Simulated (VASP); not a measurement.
NaH:

```
Na H
1.0
     0.00000    2.39751    2.39751
     2.39751    0.00000    2.39751
     2.39751    2.39751    0.00000
Na H
1 1
Cartesian
  0.0000 0.0000 0.0000
  2.3975 2.3975 2.3975
```

Base run:

```yaml
Program: VASP 6.6.1
Functional: PBE
Potentials_or_basis: VASP PAW PBE potentials, release 64 (Na_pv, H)
Cutoff: 520 eV
k_mesh: 6 × 6 × 6
Occupations: gaussian, width 0.01 eV
Spin: no spin polarisation
```

Its results: band gap on the k mesh 3.85 eV (least direct gap 4.67 eV); pressure 0.5 GPa.

Question: The run is repeated on the same cell with these changes: functional from PBE to PBE-based screened hybrid with 35 % exact exchange; k mesh from 6 × 6 × 6 to 4 × 4 × 4. What comes out?

Answer: Band gap on the k mesh 5.78 eV (least direct gap 6.80 eV); pressure -0.1 GPa.

Several settings changed at once.

Caveats: some runs use coarse meshes; the PAW data sets were made with another functional, which shifts forces and pressure a little (at least some runs).

A k mesh can miss the band edges.
